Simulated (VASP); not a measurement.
# TaAl5 (P-43m) in VASP: a series of runs

TaAl5 is run at these levels: PBE; tasks: single point, relaxation of cell and atoms.

Everything below comes from runs of VASP 6.6.1. Logs are shortened: lines on timing, memory, paths and dates and some standing lists are left out, and cuts for length are marked.

## 1. The cell of the first run

The structure is cubic, space group P-43m (No. 215). The conventional cell has a = 5.860 Å, b = 5.860 Å, c = 5.860 Å, α = 90.00°, β = 90.00°, γ = 90.00°. Ta (site symmetry -43m) has 4 Al at 2.60 Å within 3.4 Å. Al (site symmetry 3m) has 1 Al at 2.48 Å and 1 Ta at 2.60 Å within 3.3 Å. Within 3.3 Å of Al (site symmetry -43m) lie 4 Al at 2.48 Å.

## 2. Single point, PBE

The input, INCAR:

```
PREC = Accurate
ENCUT = 520
EDIFF = 1E-6
ISMEAR = 0
SIGMA = 0.1
LREAL = F
LASPH = T
NELM = 60
ALGO = Normal
ISIF = 2
LWAVE = F
LCHARG = F
GGA = PE
NBANDS = 22
```

The input, KPOINTS:

```
Automatic mesh
0
Gamma
  4 4 4
```

The input, POSCAR:

```
TaAl5
1.0
    5.8601679040      0.0000000000      0.0000000000
    0.0000000000      5.8601679040      0.0000000000
    0.0000000000      0.0000000000      5.8601679040
Ta Al
1 5
Direct
    0.5000000000      0.5000000000      0.5000000000
    0.2440305040      0.2440305040      0.2440305040
    0.7559694960      0.7559694960      0.2440305040
    0.7559694960      0.2440305040      0.7559694960
    0.2440305040      0.7559694960      0.7559694960
    0.0000000000      0.0000000000      0.0000000000
```

Potentials or basis: VASP PAW PBE potentials, release 64 (Ta_pv, Al).

Started as:

```console
> cat potpaw_PBE.64/Ta_pv/POTCAR potpaw_PBE.64/Al/POTCAR > POTCAR
> mpirun -np 1 vasp_std > vasp.out
```

OUTCAR:

```text
PREC = Accurate
   ENCUT = 520
   EDIFF = 1E-6
   ISMEAR = 0
   LREAL = F
   LASPH = T
   NELM = 60
   ISIF = 2
   GGA = PE

 ion  position               nearest neighbor table
   1  0.500  0.500  0.500-   2 2.60   3 2.60   4 2.60   5 2.60
   2  0.244  0.244  0.244-   6 2.48   1 2.60
   3  0.756  0.756  0.244-   6 2.48   1 2.60
   4  0.756  0.244  0.756-   6 2.48   1 2.60
   5  0.244  0.756  0.756-   6 2.48   1 2.60
   6  0.000  0.000  0.000-   2 2.48   3 2.48   4 2.48   5 2.48

  LATTYP: Found a simple cubic cell.
 ALAT       =     5.8601679040

  Lattice vectors:

 A1 = (   5.8601679040,   0.0000000000,   0.0000000000)
 A2 = (   0.0000000000,   5.8601679040,   0.0000000000)
 A3 = (   0.0000000000,   0.0000000000,   5.8601679040)

Analysis of symmetry for initial positions (statically):
=====================================================================
 Subroutine PRICEL returns:
 Original cell was already a primitive cell.

 Routine SETGRP: Setting up the symmetry group for a
 simple cubic supercell.

 Subroutine GETGRP returns: Found 24 space group operations
 (whereof 24 operations were pure point group operations)
 out of a pool of 48 trial point group operations.

The static configuration has the point symmetry T_d .

Analysis of symmetry for dynamics (positions and initial velocities):
=====================================================================
 Subroutine PRICEL returns:
 Original cell was already a primitive cell.

 Routine SETGRP: Setting up the symmetry group for a
 simple cubic supercell.

 Subroutine GETGRP returns: Found 24 space group operations
 (whereof 24 operations were pure point group operations)
 out of a pool of 48 trial point group operations.

The dynamic configuration has the point symmetry T_d .

 Subroutine INISYM returns: Found 24 space group operations
 (whereof 24 operations are pure point group operations),
 and found     1 'primitive' translations

----------------------------------------------------------------------------------------

                                     Primitive cell

  volume of cell :     201.2474

  direct lattice vectors                    reciprocal lattice vectors
     5.860167904  0.000000000  0.000000000     0.170643575  0.000000000  0.000000000
     0.000000000  5.860167904  0.000000000     0.000000000  0.170643575  0.000000000
     0.000000000  0.000000000  5.860167904     0.000000000  0.000000000  0.170643575

  length of vectors
     5.860167904  5.860167904  5.860167904     0.170643575  0.170643575  0.170643575

  position of ions in fractional coordinates (direct lattice)
     0.500000000  0.500000000  0.500000000
     0.244030504  0.244030504  0.244030504
     0.755969496  0.755969496  0.244030504
     0.755969496  0.244030504  0.755969496
     0.244030504  0.755969496  0.755969496
     0.000000000  0.000000000  0.000000000

  ion indices of the primitive-cell ions
   primitive index   ion index
                 1           1
                 2           2
                 3           3
                 4           4
                 5           5
                 6           6

----------------------------------------------------------------------------------------

 KPOINTS: Automatic mesh

Automatic generation of k-mesh.
 Grid dimensions read from file:
 generate k-points for:    4    4    4

 Generating k-lattice:

  Cartesian coordinates                     Fractional coordinates (reciprocal lattice)
     0.042660894  0.000000000  0.000000000     0.250000000  0.000000000  0.000000000
     0.000000000  0.042660894  0.000000000     0.000000000  0.250000000  0.000000000
     0.000000000  0.000000000  0.042660894     0.000000000  0.000000000  0.250000000

  Length of vectors
     0.042660894  0.042660894  0.042660894

  Shift w.r.t. Gamma in fractional coordinates (k-lattice)
     0.000000000  0.000000000  0.000000000

 Subroutine IBZKPT returns following result:
 ===========================================

 Found     10 irreducible k-points:

 Following reciprocal coordinates:
            Coordinates               Weight
  0.000000  0.000000  0.000000      1.000000
  0.250000  0.000000  0.000000      6.000000
  0.500000  0.000000  0.000000      3.000000
  0.250000  0.250000  0.000000     12.000000
  0.500000  0.250000  0.000000     12.000000
  0.500000  0.500000  0.000000      3.000000
  0.250000  0.250000  0.250000      8.000000
  0.500000  0.250000  0.250000     12.000000
  0.500000  0.500000  0.250000      6.000000
  0.500000  0.500000  0.500000      1.000000
   k-points           NKPTS =     10   k-points in BZ     NKDIM =     10   number of bands    NBANDS=     22
   number of dos      NEDOS =    301   number of ions     NIONS =      6
   total plane-waves  NPLWV = 110592
   dimension x,y,z NGX =    48 NGY =   48 NGZ =   48
   dimension x,y,z NGXF=    96 NGYF=   96 NGZF=   96
   ions per type =               1   5
   NGX,Y,Z   is equivalent  to a cutoff of  13.62, 13.62, 13.62 a.u.
   NGXF,Y,Z  is equivalent  to a cutoff of  27.23, 27.23, 27.23 a.u.
 SYSTEM =  unknown system
   PREC   = accura    normal or accurate (medium, high low for compatibility)
   ISTART =      0    job   : 0-new  1-cont  2-samecut
   ICHARG =      2    charge: 1-file 2-atom 10-const
   ISPIN  =      1    spin polarized calculation?
   LNONCOLLINEAR =      F non collinear calculations
   LSORBIT =      F    spin-orbit coupling
   LASPH  =      T    aspherical Exc in radial PAW
   ENCUT  =  520.0 eV  38.22 Ry    6.18 a.u.  10.90 10.90 10.90*2*pi/ulx,y,z
   NELM   =     60;   NELMIN=  2; NELMDL= -5     # of ELM steps
   EDIFF  = 0.1E-05   stopping-criterion for ELM
   LREAL  =      F    real-space projection
[... 7 lines left out ...]
   TEBEG  =    0.0;   TEEND  =   0.0 temperature during run
   PSTRESS=    0.0 pullay stress
   NELECT =      26.0000    total number of electrons
   NUPDOWN=      -1.0000    fix difference up-down
   EMIN   =  10.00;   EMAX   =-10.00  energy-range for DOS
   EFERMI =   0.00;   METHOD = LEGACY
   ISMEAR =     0;   SIGMA  =   0.10  broadening in eV -4-tet -1-fermi 0-gaus
   EFERMI_NEDOS =   21; number of points for ismear=-14 and -15
   IALGO  =     38    algorithm
   IMIX   =      4    mixing-type and parameters
     AMIX     =   0.40;   BMIX     =  1.00
     AMIX_MAG =   1.60;   BMIX_MAG =  1.00
  volume/ion in A,a.u.               =      33.54       226.35
  Fermi-wavevector in a.u.,A,eV,Ry     =   0.827604  1.563945  9.319015  0.684928
  Thomas-Fermi vector in A             =   1.939837
   LORBIT       =      0    0 simple, 1 ext, 2 COOP (PROOUT), +10 PAW based schemes
   GGA     = PE    functional components
   LHFCALC =     F    Hartree Fock is set to
   AEXX    =    0.0000 exact exchange contribution
   IVDW    =     0    specifies the selected vdW correction
   LEPSILON=     F    determine dielectric tensor
   LRPA    =     F    only Hartree local field effects (RPA)
 non-spin polarized calculation
 Gauss-broadening in eV      SIGMA  =   0.10
  energy-cutoff  :      520.00
  volume of cell :      201.25
 maximum number of plane-waves:      5452
 NGX is ok and might be reduce to    48
   NGX = 21   NGY = 21   NGZ = 21

 number of electron      26.0000004 magnetization

 Free energy of the ion-electron system (eV)
  ---------------------------------------------------
  ext. energy  EPLUGINS =         0.00000000
  ---------------------------------------------------
  free energy    TOTEN  =       -21.90774584 eV

  energy without entropy =      -21.87301169  energy(sigma->0) =      -21.89037876

 E-fermi :   1.8428     XC(G=0):  -7.7623

 val. band max:        1.8211339013   @ k =   0.5000   0.5000   0.2500
 cond. band min:       1.8460875283   @ k =   0.5000   0.0000   0.0000
 fundamental gap:      0.0249536271
 Fermi energy:         1.8428385468

 k-point     1 :       0.0000    0.0000    0.0000
  band No.  band energies     occupation
      1     -32.4651      2.00000
      2     -32.4651      2.00000
      3     -32.4651      2.00000
      4      -5.2907      2.00000
      5      -2.0655      2.00000
      6      -1.8318      2.00000
[... 14 lines left out ...]
     21       4.2933      0.00000
     22       4.4320      0.00000

 k-point     2 :       0.2500    0.0000    0.0000
  band No.  band energies     occupation
      1     -32.4651      2.00000
      2     -32.4650      2.00000
      3     -32.4650      2.00000
      4      -5.0864      2.00000
      5      -3.0614      2.00000
      6      -1.8019      2.00000
[... 14 lines left out ...]
     21       4.8932      0.00000
     22       5.0219      0.00000

 k-point     3 :       0.5000    0.0000    0.0000
  band No.  band energies     occupation
      1     -32.4651      2.00000
      2     -32.4650      2.00000
      3     -32.4650      2.00000
      4      -4.7419      2.00000
      5      -3.7647      2.00000
      6      -1.7711      2.00000
[... 14 lines left out ...]
     21       5.0742      0.00000
     22       5.1362      0.00000

 k-point     4 :       0.2500    0.2500    0.0000
  band No.  band energies     occupation
      1     -32.4651      2.00000
      2     -32.4651      2.00000
      3     -32.4650      2.00000
      4      -4.9023      2.00000
      5      -3.1393      2.00000
      6      -2.3365      2.00000
[... 14 lines left out ...]
     21       4.8409      0.00000
     22       5.0839      0.00000

 k-point     5 :       0.5000    0.2500    0.0000
  band No.  band energies     occupation
      1     -32.4651      2.00000
      2     -32.4651      2.00000
      3     -32.4650      2.00000
      4      -4.6170      2.00000
      5      -3.5366      2.00000
      6      -2.2547      2.00000
[... 14 lines left out ...]
     21       4.7518      0.00000
     22       5.3235      0.00000

 k-point     6 :       0.5000    0.5000    0.0000
  band No.  band energies     occupation
      1     -32.4651      2.00000
      2     -32.4651      2.00000
      3     -32.4650      2.00000
      4      -4.4578      2.00000
      5      -3.0604      2.00000
      6      -2.6749      2.00000
[... 14 lines left out ...]
     21       5.1788      0.00000
     22       5.4244      0.00000

 k-point     7 :       0.2500    0.2500    0.2500
  band No.  band energies     occupation
      1     -32.4651      2.00000
      2     -32.4651      2.00000
      3     -32.4651      2.00000
      4      -4.7384      2.00000
      5      -3.1218      2.00000
      6      -2.2709      2.00000
[... 14 lines left out ...]
     21       5.2834      0.00000
     22       5.2834      0.00000

 k-point     8 :       0.5000    0.2500    0.2500
  band No.  band energies     occupation
      1     -32.4651      2.00000
      2     -32.4651      2.00000
      3     -32.4651      2.00000
      4      -4.5032      2.00000
      5      -3.3197      2.00000
      6      -2.3814      2.00000
[... 14 lines left out ...]
     21       5.4638      0.00000
     22       5.4981      0.00000

 k-point     9 :       0.5000    0.5000    0.2500
  band No.  band energies     occupation
      1     -32.4651      2.00000
      2     -32.4651      2.00000
      3     -32.4651      2.00000
      4      -4.3628      2.00000
      5      -2.8661      2.00000
      6      -2.5981      2.00000
[... 14 lines left out ...]
     21       5.3662      0.00000
     22       5.7388      0.00000

 k-point    10 :       0.5000    0.5000    0.5000
  band No.  band energies     occupation
      1     -32.4651      2.00000
      2     -32.4651      2.00000
      3     -32.4651      2.00000
      4      -4.2531      2.00000
      5      -2.5111      2.00000
      6      -2.5111      2.00000
[... 14 lines left out ...]
     21       5.8902      0.00000
     22       5.9201      0.00000

------------------------ aborting loop because EDIFF is reached ----------------------------------------

  FORCE on cell =-STRESS in cart. coord.  units (eV):
  Direction    XX          YY          ZZ          XY          YZ          ZX
  --------------------------------------------------------------------------------------
  -------------------------------------------------------------------------------------
  Total        0.1228744      0.1228744      0.1228744      0.0000000      0.0000000     -0.0000000
  in kB        0.9782316      0.9782316      0.9782316      0.0000000      0.0000000     -0.0000000
  external PRESSURE =       0.9782316 kB  Pullay stress =       0.0000000 kB

 VOLUME and BASIS-vectors are now :
 -----------------------------------------------------------------------------
  energy-cutoff  :      520.00
  volume of cell :      201.25
      direct lattice vectors                 reciprocal lattice vectors
     5.860167904  0.000000000  0.000000000     0.170643575  0.000000000  0.000000000
     0.000000000  5.860167904  0.000000000     0.000000000  0.170643575  0.000000000
     0.000000000  0.000000000  5.860167904     0.000000000  0.000000000  0.170643575

 POSITION                                       TOTAL-FORCE (eV/Angst)
 -----------------------------------------------------------------------------------
      2.93008      2.93008      2.93008         0.000000      0.000000      0.000000
      1.43006      1.43006      1.43006         0.002526      0.002526      0.002526
      4.43011      4.43011      1.43006        -0.002526     -0.002526      0.002526
      4.43011      1.43006      4.43011        -0.002526      0.002526     -0.002526
      1.43006      4.43011      4.43011         0.002526     -0.002526     -0.002526
      0.00000      0.00000      0.00000         0.000000      0.000000      0.000000
 -----------------------------------------------------------------------------------
    total drift:                               -0.000000     -0.000000     -0.000000

  FREE ENERGIE OF THE ION-ELECTRON SYSTEM (eV)
  ---------------------------------------------------
  free  energy   TOTEN  =       -21.9077458363 eV

  energy  without entropy=      -21.8730116886  energy(sigma->0) =      -21.89037876
```

Run time: 24 s. Hardware: 1 thread of Intel Xeon 6975P-C (Granite Rapids), shared host; peak memory 0.32 GiB.

Results:

- Free energy: -21.9077 eV
- Pressure: 0.1 GPa
- Largest force: 0.004 eV/Å
- Band gap on the k mesh: zero (band 13 reaches 2.06 eV, above the bottom of band 14 at 1.70 eV)

Forces in eV/Å, atoms in the order of the input:
```
Ta   0.000  0.000  0.000
Al   0.003  0.003  0.003
Al  -0.003 -0.003  0.003
Al  -0.003  0.003 -0.003
Al   0.003 -0.003 -0.003
Al   0.000  0.000  0.000
```

Levels at points of the mesh, in eV from the Fermi level:
| k point | band 9 | band 10 | band 11 | band 12 | band 13 | band 14 | band 15 | band 16 | band 17 | band 18 |
| --- | --- | --- | --- | --- | --- | --- | --- | --- | --- | --- |
| (0.00, 0.00, 0.00) | -1.49 | -1.49 | -0.62 | -0.62 | -0.62 | 1.28 | 1.28 | 1.28 | 1.69 | 1.69 |
| (0.50, 0.00, 0.00) | -1.68 | -1.00 | -0.58 | -0.58 | -0.34 | 0.00 | 0.11 | 0.44 | 0.44 | 2.47 |
| (0.50, 0.50, 0.00) | -1.76 | -1.17 | -1.17 | -0.53 | 0.22 | 0.22 | 0.28 | 0.44 | 1.90 | 1.90 |
| (0.50, 0.50, 0.50) | -1.79 | -1.79 | -1.79 | -0.15 | -0.15 | -0.15 | 0.31 | 0.31 | 3.92 | 3.92 |

Caveat: spin-orbit coupling is left out, which moves the levels of the heavy elements.

## 3. Relaxation of cell and atoms, PBE

This run uses another cell than the first one, of 16.14 Å³/atom, 0.481 times its volume.

The input, INCAR:

```
SYSTEM = TaAl5
PREC = Accurate
ENCUT = 600
EDIFF = 1E-7
ISMEAR = 0
SIGMA = 0.1
LREAL = .FALSE.
LASPH = .TRUE.
NELM = 60
ALGO = Normal
ISIF = 3
LWAVE = .FALSE.
LCHARG = .FALSE.
GGA = PE
IBRION = 2
NSW = 90
EDIFFG = -0.04
```

The input, KPOINTS:

```
Automatic mesh
0
G
  4 4 4
  0 0 0
```

The input, POSCAR:

```
TaAl5
1.0
    4.5923713000      0.0000000000      0.0000000000
    0.0000000000      4.5923713000      0.0000000000
    0.0000000000      0.0000000000      4.5923713000
Ta Al
1 5
Direct
    0.5000000000      0.5000000000      0.5000000000
    0.2469783000      0.2469783000      0.2469783000
    0.7530217000      0.7530217000      0.2469783000
    0.7530217000      0.2469783000      0.7530217000
    0.2469783000      0.7530217000      0.7530217000
    0.0000000000      0.0000000000      0.0000000000
```

Potentials or basis: VASP PAW PBE potentials, release 64 (Ta_pv, Al).

Started as:

```console
> cat potpaw_PBE.64/Ta_pv/POTCAR potpaw_PBE.64/Al/POTCAR > POTCAR
> mpirun -np 1 vasp_std > vasp.out
```

It took 78 s on 1 thread of Intel Xeon 6975P-C (Granite Rapids), shared host; peak memory 0.25 GiB.

It converged, with:

```
Free energy                            : -21.8980 eV
Relaxed volume                         : 33.53 Å³/atom
Relaxed cell                           : a = 5.859 Å, b = 5.859 Å, c = 5.859 Å, α = 90.00°, β = 90.00°, γ = 90.00°
Space group after relaxing (to 0.05 Å) : P-43m (No. 215)
Energy gained by relaxing              : 2704.2 meV/atom
Ionic steps                            : 7
Pressure after relaxing                : 0.1 GPa
Largest force after relaxing           : 0.008 eV/Å
Band gap on the k mesh                 : zero (band 13 reaches 2.07 eV, above the bottom of band 14 at 1.70 eV)
```

Forces in eV/Å, atoms in the order of the input:
```
Ta   0.000  0.000  0.000
Al  -0.005 -0.005 -0.005
Al   0.005  0.005 -0.005
Al   0.005 -0.005  0.005
Al  -0.005  0.005  0.005
Al   0.000  0.000  0.000
```

The path:
| step | energy change (eV) | largest force (eV/Å) | pressure (GPa) | volume (Å³) |
| --- | --- | --- | --- | --- |
| 1 | 0.0000 | 2.0202 | 82.13 | 96.85 |
| 2 | -14.5951 | 1.0819 | -5.31 | 265.32 |
| 3 | -16.0861 | 0.9368 | 1.05 | 194.36 |
| 4 | -16.0924 | 0.9892 | -0.04 | 200.54 |
| 5 | -16.0949 | 0.9685 | 0.39 | 197.96 |
| 6 | -16.2103 | 0.3166 | 0.17 | 200.07 |
| 7 | -16.2251 | 0.0084 | 0.11 | 201.17 |

Final structure:
```
Ta Al
1.0
     5.85940    0.00000    0.00000
     0.00000    5.85940    0.00000
     0.00000    0.00000    5.85940
Ta Al
1 5
Direct
  0.50000 0.50000 0.50000
  0.24412 0.24412 0.24412
  0.75588 0.75588 0.24412
  0.75588 0.24412 0.75588
  0.24412 0.75588 0.75588
  0.00000 0.00000 0.00000
```

Levels at points of the mesh, in eV from the Fermi level:
| k point | band 9 | band 10 | band 11 | band 12 | band 13 | band 14 | band 15 | band 16 | band 17 |
| --- | --- | --- | --- | --- | --- | --- | --- | --- | --- |
| (0.00, 0.00, 0.00) | -1.49 | -1.49 | -0.62 | -0.62 | -0.62 | 1.28 | 1.28 | 1.28 | 1.69 |
| (0.50, 0.00, 0.00) | -1.68 | -1.00 | -0.57 | -0.57 | -0.34 | 0.00 | 0.11 | 0.44 | 0.44 |
| (0.50, 0.50, 0.00) | -1.76 | -1.17 | -1.17 | -0.53 | 0.22 | 0.22 | 0.27 | 0.44 | 1.91 |
| (0.50, 0.50, 0.50) | -1.79 | -1.79 | -1.79 | -0.15 | -0.15 | -0.15 | 0.31 | 0.31 | 3.93 |

Caveat: the volume moved by over 15 % at a fixed basis, so the end points are rough; spin-orbit coupling is left out, which moves the levels of the heavy elements.
